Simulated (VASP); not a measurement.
# PdPt (R-3m) in VASP: further runs, part 2 of 2

VASP 6.6.1.

## Step 3: Electric field gradients, LDA (9.07 Å³/atom)

This run uses another cell than the first one, of 9.07 Å³/atom.

INCAR reads:

```
SYSTEM = PdPt
ALGO = Normal
EDIFF = 1E-8
ENCUT = 520
GGA = CA
ISIF = 2
ISMEAR = -1
LASPH = .True.
LCHARG = .False.
LEFG = .True.
LREAL = .False.
LWAVE = .False.
NBANDS = 17
NELM = 80
PREC = Accurate
SIGMA = 0.05
```

KPOINTS reads:

```
k-points
0
Gamma
  15 15 15
  0 0 0
```

POSCAR reads:

```
PdPt
1.0
    1.1716657329      0.6764615263      3.8145203192
   -1.1716657329      0.6764615263      3.8145203192
    0.0000000000     -1.3529230526      3.8145203192
Pd Pt
1 1
Direct
    0.0000000000      0.0000000000      0.0000000000
    0.5000000000      0.5000000000      0.5000000000
```

Potentials or basis: VASP PAW LDA potentials, release 64 (Pd, Pt).

Launch:

```console
$ cat potpaw_LDA.64/Pd/POTCAR potpaw_LDA.64/Pt/POTCAR > POTCAR
$ mpirun -np 1 vasp_std > vasp.out
```

OUTCAR:

```text
SYSTEM = PdPt
   EDIFF = 1E-8
   ENCUT = 520
   GGA = CA
   ISIF = 2
   ISMEAR = -1
   LASPH = .True.
   LREAL = .False.
   NELM = 80
   PREC = Accurate

 ion  position               nearest neighbor table
   1  0.000  0.000  0.000-   2 2.34   2 2.34   2 2.34   2 2.34   2 2.34   2 2.34   2 3.31   2 3.31
                             2 3.31
   2  0.500  0.500  0.500-   1 2.34   1 2.34   1 2.34   1 2.34   1 2.34   1 2.34   1 3.31   1 3.31
                             1 3.31

  LATTYP: Found a trigonal (rhomboedric) cell.
 ALAT       =     4.0473406148
 COS(alpha) =     0.8323907656

  Lattice vectors:

 A1 = (   1.1716657329,   0.6764615263,   3.8145203192)
 A2 = (  -1.1716657329,   0.6764615263,   3.8145203192)
 A3 = (   0.0000000000,  -1.3529230526,   3.8145203192)

Analysis of symmetry for initial positions (statically):
=====================================================================
 Subroutine PRICEL returns:
 Original cell was already a primitive cell.

 Routine SETGRP: Setting up the symmetry group for a
 trigonal (rhombohedral) supercell.

 Subroutine GETGRP returns: Found 12 space group operations
 (whereof 12 operations were pure point group operations)
 out of a pool of 12 trial point group operations.

The static configuration has the point symmetry D_3d.

Analysis of symmetry for dynamics (positions and initial velocities):
=====================================================================
 Subroutine PRICEL returns:
 Original cell was already a primitive cell.

 Routine SETGRP: Setting up the symmetry group for a
 trigonal (rhombohedral) supercell.

 Subroutine GETGRP returns: Found 12 space group operations
 (whereof 12 operations were pure point group operations)
[... 162 lines left out ...]
      4      14.5737      2.00000
      5      15.2856      2.00000
      6      15.4742      2.00000
[... 457 lines left out ...]
      4      14.4100      2.00000
      5      15.8031      2.00000
      6      16.0077      2.00000
[... 9 lines left out ...]
     16      40.3710      0.00000
     17      44.1061      0.00000

 [... further k-points ...]

------------------------ aborting loop because EDIFF is reached ----------------------------------------

  FORCE on cell =-STRESS in cart. coord.  units (eV):
  Direction    XX          YY          ZZ          XY          YZ          ZX
  --------------------------------------------------------------------------------------
  -------------------------------------------------------------------------------------
  Total       47.2309998     47.2309998     47.1379498      0.0000000      0.0000000      0.0000000
  in kB     4171.5716640   4171.5716642   4163.3532303      0.0000000      0.0000000      0.0000000
  external PRESSURE =    4168.8321862 kB  Pullay stress =       0.0000000 kB

 VOLUME and BASIS-vectors are now :
 -----------------------------------------------------------------------------
  energy-cutoff  :      520.00
  volume of cell :       18.14
      direct lattice vectors                 reciprocal lattice vectors
     1.171665733  0.676461526  3.814520319     0.426742872  0.246380112  0.087385387
    -1.171665733  0.676461526  3.814520319    -0.426742872  0.246380112  0.087385387
     0.000000000 -1.352923053  3.814520319     0.000000000 -0.492760224  0.087385387

 POSITION                                       TOTAL-FORCE (eV/Angst)
 -----------------------------------------------------------------------------------
      0.00000      0.00000      0.00000         0.000000     -0.000000     -0.000000
      0.00000      0.00000      5.72178        -0.000000      0.000000      0.000000
 -----------------------------------------------------------------------------------
    total drift:                                0.000000      0.000000      0.000000

  FREE ENERGIE OF THE ION-ELECTRON SYSTEM (eV)
  ---------------------------------------------------
  free  energy   TOTEN  =        -5.2977776222 eV

  energy  without entropy=       -5.2834881007  energy(sigma->0) =       -5.29063286

 Electric field gradients (V/A^2)
---------------------------------------------------------------------
 ion       V_xx      V_yy      V_zz      V_xy      V_xz      V_yz
---------------------------------------------------------------------
   1      15.708    15.708   -31.416    -0.000     0.000     0.000
   2     -42.920   -42.920    85.839     0.000    -0.000     0.000
---------------------------------------------------------------------

 Electric field gradients after diagonalization (V/A^2)
 (convention: |V_zz| > |V_xx| > |V_yy|)
----------------------------------------------------------------------
 ion       V_xx      V_yy      V_zz     asymmetry (V_yy - V_xx)/ V_zz
----------------------------------------------------------------------
   1      15.708    15.708   -31.416       0.000
   2     -42.920   -42.920    85.839       0.000
----------------------------------------------------------------------

           NMR quadrupolar parameters

 Cq : quadrupolar parameter    Cq=e*Q*V_zz/h
 eta: asymmetry parameters     (V_yy - V_xx)/ V_zz
 Q  : nuclear electric quadrupole moment in mb (millibarn)
----------------------------------------------------------------------
 ion       Cq(MHz)       eta       Q (mb)
----------------------------------------------------------------------
   1      -0.076       0.000       1.000
   2       0.208       0.000       1.000
----------------------------------------------------------------------
```

OSZICAR:

```text
N       E                     dE             d eps       ncg     rms          rms(c)
DAV:   1     0.126690361146E+03    0.12669E+03   -0.10439E+04 11712   0.120E+03
DAV:   2    -0.427251287507E+01   -0.13096E+03   -0.12583E+03 12880   0.292E+02
DAV:   3    -0.643103030396E+01   -0.21585E+01   -0.21483E+01 14753   0.400E+01
DAV:   4    -0.644120620723E+01   -0.10176E-01   -0.10174E-01 14216   0.270E+00
DAV:   5    -0.644129223668E+01   -0.86029E-04   -0.86027E-04 14936   0.238E-01    0.609E+01
DAV:   6    -0.572282170982E+01    0.71847E+00   -0.14656E+00 13891   0.149E+01    0.372E+01
DAV:   7    -0.605646076323E+01   -0.33364E+00   -0.48685E+00 14016   0.299E+01    0.103E+01
DAV:   8    -0.530939325884E+01    0.74707E+00   -0.14738E+00 13863   0.204E+01    0.170E+00
DAV:   9    -0.530021302651E+01    0.91802E-02   -0.14058E-01 15242   0.436E+00    0.111E+00
DAV:  10    -0.529787183058E+01    0.23412E-02   -0.11576E-02 13903   0.134E+00    0.257E-01
DAV:  11    -0.529777352625E+01    0.98304E-04   -0.46177E-04 15791   0.229E-01    0.946E-02
DAV:  12    -0.529777971115E+01   -0.61849E-05   -0.42661E-05 14799   0.641E-02    0.319E-02
DAV:  13    -0.529777775620E+01    0.19550E-05   -0.12215E-05 14349   0.425E-02    0.130E-02
DAV:  14    -0.529777761481E+01    0.14139E-06   -0.72543E-07 14993   0.110E-02    0.233E-03
DAV:  15    -0.529777762222E+01   -0.74135E-08   -0.80074E-08 15530   0.357E-03
   1 F= -.52977776E+01 E0= -.52906329E+01  d E =-.142895E-01
```

stdout:

```text
POSCAR found type information on POSCAR PdPt
 POSCAR found :  2 types and       2 ions
 scaLAPACK will be used
 LDA part: xc-table for (Slater(with rela. corr.)+CA(PZ))
 , standard interpolation
 POSCAR, INCAR and KPOINTS ok, starting setup
 FFT: planning ... GRIDC
 FFT: planning ... GRID_SOFT
 FFT: planning ... GRID
 WAVECAR not read
 entering main loop
ion   1

ion   2
```

Run time: 2.8 min. Hardware: 1 thread of Intel Xeon Platinum 8488C (Sapphire Rapids), shared host; peak memory 0.25 GiB.

What came out:

- Free energy: -5.2978 eV
- Pressure: 416.9 GPa
- Band gap on the k mesh: zero (bands 10 and 11 overlap by 3.69 eV)
- Largest electric field gradient by atom: Pd -31.4; Pt +85.8 V/Å²

Stress tensor (GPa, compression positive):
```
417.16   0.00   0.00
  0.00 417.16   0.00
  0.00   0.00 416.34
```

Levels at points of the mesh, in eV from the Fermi level:
| k point | band 6 | band 7 | band 8 | band 9 | band 10 | band 11 | band 12 | band 13 | band 14 | band 15 |
| --- | --- | --- | --- | --- | --- | --- | --- | --- | --- | --- |
| (0.00, 0.00, 0.00) | -7.02 | -7.02 | -3.13 | -3.13 | -1.12 | 0.19 | 0.19 | 12.26 | 12.27 | 13.87 |

Electric field gradients, principal values (V/Å²):
| atom | least | middle | greatest (by size) |
| --- | --- | --- | --- |
| 1 Pd | 15.708 | 15.708 | -31.416 |
| 2 Pt | -42.920 | -42.920 | 85.839 |

Caveat: the cell stands under pressure; without QUAD_EFG the Cq values of the log hold for a quadrupole moment of 1 mb, not for the nuclei; spin-orbit coupling is left out, which moves the levels of the heavy elements.

## Step 4: Electric field gradients, LDA (13.61 Å³/atom)

This run uses another cell than the first one, of 13.61 Å³/atom.

INCAR reads:

```
ALGO = Normal
EDIFF = 1E-8
ENCUT = 520
ISIF = 2
ISMEAR = -1
LASPH = T
LCHARG = F
LEFG = T
LREAL = F
LWAVE = F
NBANDS = 17
NELM = 100
PREC = Accurate
SIGMA = 0.05
```

KPOINTS reads:

```
k-points
0
Gamma
  15 15 15
```

POSCAR reads:

```
PdPt
1.0
    1.3384581199      0.7727591558      4.3845908709
   -1.3384581199      0.7727591558      4.3845908709
    0.0000000000     -1.5455183116      4.3845908709
Pd Pt
1 1
Direct
    0.0000000000      0.0000000000      0.0000000000
    0.5000000000      0.5000000000      0.5000000000
```

Potentials or basis: VASP PAW LDA potentials, release 64 (Pd, Pt).

Launch:

```console
$ cat potpaw_LDA.64/Pd/POTCAR potpaw_LDA.64/Pt/POTCAR > POTCAR
$ mpirun -np 1 vasp_std > vasp.out
```

OUTCAR:

```text
EDIFF = 1E-8
   ENCUT = 520
   ISIF = 2
   ISMEAR = -1
   LASPH = T
   LREAL = F
   NELM = 100
   PREC = Accurate

 ion  position               nearest neighbor table
   1  0.000  0.000  0.000-   2 2.68   2 2.68   2 2.68   2 2.68   2 2.68   2 2.68
   2  0.500  0.500  0.500-   1 2.68   1 2.68   1 2.68   1 2.68   1 2.68   1 2.68

  LATTYP: Found a trigonal (rhomboedric) cell.
 ALAT       =     4.6490067710
 COS(alpha) =     0.8342249331

  Lattice vectors:

 A1 = (   1.3384581199,   0.7727591558,   4.3845908709)
 A2 = (  -1.3384581199,   0.7727591558,   4.3845908709)
 A3 = (   0.0000000000,  -1.5455183116,   4.3845908709)

Analysis of symmetry for initial positions (statically):
=====================================================================
 Subroutine PRICEL returns:
 Original cell was already a primitive cell.

 Routine SETGRP: Setting up the symmetry group for a
 trigonal (rhombohedral) supercell.

 Subroutine GETGRP returns: Found 12 space group operations
 (whereof 12 operations were pure point group operations)
 out of a pool of 12 trial point group operations.

The static configuration has the point symmetry D_3d.

Analysis of symmetry for dynamics (positions and initial velocities):
=====================================================================
 Subroutine PRICEL returns:
 Original cell was already a primitive cell.

 Routine SETGRP: Setting up the symmetry group for a
 trigonal (rhombohedral) supercell.

 Subroutine GETGRP returns: Found 12 space group operations
 (whereof 12 operations were pure point group operations)
 out of a pool of 12 trial point group operations.

[... 156 lines left out ...]
      1       2.1586      2.00000
      2       5.0841      2.00000
      3       7.9485      2.00000
      4       7.9485      2.00000
      5       8.3157      2.00000
      6       8.5365      2.00000
[... 457 lines left out ...]
      4       7.9152      2.00000
      5       8.6623      2.00000
      6       8.7267      2.00000
[... 9 lines left out ...]
     16      29.5119      0.00000
     17      29.8646      0.00000

 [... further k-points ...]

------------------------ aborting loop because EDIFF is reached ----------------------------------------

  FORCE on cell =-STRESS in cart. coord.  units (eV):
  Direction    XX          YY          ZZ          XY          YZ          ZX
  --------------------------------------------------------------------------------------
  -------------------------------------------------------------------------------------
  Total        3.2335567      3.2335567      3.1945951      0.0000000     -0.0000000      0.0000000
  in kB      190.3977397    190.3977397    188.1036115      0.0000000     -0.0000000      0.0000000
  external PRESSURE =     189.6330303 kB  Pullay stress =       0.0000000 kB

 VOLUME and BASIS-vectors are now :
 -----------------------------------------------------------------------------
  energy-cutoff  :      520.00
  volume of cell :       27.21
      direct lattice vectors                 reciprocal lattice vectors
     1.338458120  0.772759156  4.384590871     0.373564173  0.215677376  0.076023817
    -1.338458120  0.772759156  4.384590871    -0.373564173  0.215677376  0.076023817
     0.000000000 -1.545518312  4.384590871     0.000000000 -0.431354751  0.076023817

 POSITION                                       TOTAL-FORCE (eV/Angst)
 -----------------------------------------------------------------------------------
      0.00000      0.00000      0.00000         0.000000     -0.000000     -0.000000
      0.00000      0.00000      6.57689         0.000000      0.000000      0.000000
 -----------------------------------------------------------------------------------
    total drift:                                0.000000     -0.000000      0.000000

  FREE ENERGIE OF THE ION-ELECTRON SYSTEM (eV)
  ---------------------------------------------------
  free  energy   TOTEN  =       -14.0064591300 eV

  energy  without entropy=      -13.9792438352  energy(sigma->0) =      -13.99285148

 Electric field gradients (V/A^2)
---------------------------------------------------------------------
 ion       V_xx      V_yy      V_zz      V_xy      V_xz      V_yz
---------------------------------------------------------------------
   1       0.209     0.209    -0.417    -0.000    -0.000    -0.000
   2     -12.020   -12.020    24.040     0.000    -0.000    -0.000
---------------------------------------------------------------------

 Electric field gradients after diagonalization (V/A^2)
 (convention: |V_zz| > |V_xx| > |V_yy|)
----------------------------------------------------------------------
 ion       V_xx      V_yy      V_zz     asymmetry (V_yy - V_xx)/ V_zz
----------------------------------------------------------------------
   1       0.209     0.209    -0.417       0.000
   2     -12.020   -12.020    24.040       0.000
----------------------------------------------------------------------

           NMR quadrupolar parameters

 Cq : quadrupolar parameter    Cq=e*Q*V_zz/h
 eta: asymmetry parameters     (V_yy - V_xx)/ V_zz
 Q  : nuclear electric quadrupole moment in mb (millibarn)
----------------------------------------------------------------------
 ion       Cq(MHz)       eta       Q (mb)
----------------------------------------------------------------------
   1      -0.001       0.000       1.000
   2       0.058       0.000       1.000
----------------------------------------------------------------------
```

OSZICAR:

```text
N       E                     dE             d eps       ncg     rms          rms(c)
DAV:   1     0.109318615281E+03    0.10932E+03   -0.10157E+04 11696   0.114E+03
DAV:   2    -0.129920104098E+02   -0.12231E+03   -0.11638E+03 12689   0.261E+02
DAV:   3    -0.149554973004E+02   -0.19635E+01   -0.19491E+01 14079   0.352E+01
DAV:   4    -0.149681261658E+02   -0.12629E-01   -0.12627E-01 13845   0.285E+00
DAV:   5    -0.149682898867E+02   -0.16372E-03   -0.16372E-03 13993   0.316E-01    0.194E+01
DAV:   6    -0.145074794049E+02    0.46081E+00   -0.58711E+00 12325   0.201E+01    0.136E+01
DAV:   7    -0.144018082535E+02    0.10567E+00   -0.79778E+00 12276   0.234E+01    0.825E+00
DAV:   8    -0.140236287773E+02    0.37818E+00   -0.66513E-01 12127   0.104E+01    0.196E+00
DAV:   9    -0.140133997131E+02    0.10229E-01   -0.15765E-01 13725   0.378E+00    0.103E+00
DAV:  10    -0.140067686429E+02    0.66311E-02   -0.43942E-02 12640   0.204E+00    0.218E-01
DAV:  11    -0.140064681441E+02    0.30050E-03   -0.11718E-03 12984   0.317E-01    0.538E-02
DAV:  12    -0.140064597476E+02    0.83965E-05   -0.42785E-05 13997   0.532E-02    0.136E-02
DAV:  13    -0.140064597789E+02   -0.31318E-07   -0.56683E-06 13470   0.236E-02    0.813E-03
DAV:  14    -0.140064591471E+02    0.63180E-06   -0.32069E-06 12752   0.173E-02    0.186E-03
DAV:  15    -0.140064591314E+02    0.15678E-07   -0.12469E-07 12773   0.339E-03    0.432E-04
DAV:  16    -0.140064591300E+02    0.14420E-08   -0.53346E-09  6678   0.749E-04
   1 F= -.14006459E+02 E0= -.13992851E+02  d E =-.272153E-01
```

Wall time 3.5 min (1 thread of Intel Xeon Platinum 8488C (Sapphire Rapids), shared host); peak memory 0.31 GiB.

What came out:

| Item | Value |
| --- | --- |
| Free energy | -14.0065 eV |
| Pressure | 19.0 GPa |
| Band gap on the k mesh | zero (bands 10 and 11 overlap by 1.78 eV) |
| Largest electric field gradient by atom | Pd -0.4; Pt +24.0 V/Å² |

Levels at points of the mesh, in eV from the Fermi level:
| k point | band 7 | band 8 | band 9 | band 10 | band 11 | band 12 | band 13 | band 14 |
| --- | --- | --- | --- | --- | --- | --- | --- | --- |
| (0.00, 0.00, 0.00) | -3.60 | -1.63 | -1.63 | -0.08 | 0.04 | 0.04 | 7.37 | 14.81 |

Electric field gradients, principal values (V/Å²):
```tsv
atom	least	middle	greatest (by size)
1 Pd	0.209	0.209	-0.417
2 Pt	-12.020	-12.020	24.040
```

Caveat: the cell stands under pressure; without QUAD_EFG the Cq values of the log hold for a quadrupole moment of 1 mb, not for the nuclei; spin-orbit coupling is left out, which moves the levels of the heavy elements.

## Step 5: Summary

```tsv
potentials or basis	cell	k mesh	cutoff (eV)	gap on the mesh (eV)	pressure (GPa)
VASP PAW LDA potentials, release 64 (Pd_sv_GW, Pt_sv_GW)	a = 3.931 Å, angles 33.7°, 2 atoms	15 × 15 × 15, shifted	470	none	599.9
VASP PAW LDA potentials, release 64 (Pd, Pt)	a = 4.047 Å, angles 33.7°, 2 atoms	15 × 15 × 15	520	none	416.9
VASP PAW LDA potentials, release 64 (Pd, Pt)	a = 4.649 Å, angles 33.5°, 2 atoms	15 × 15 × 15	520	none	19.0
```

Alike in all rows: task electric field gradients; level LDA; no spin polarisation; smearing fermi-dirac 0.05 eV.

Caveats: the cell stands under pressure; spin-orbit coupling is left out, which moves the levels of the heavy elements.

Total energies depend on the potentials used, so only differences within one code and one set of settings carry meaning.
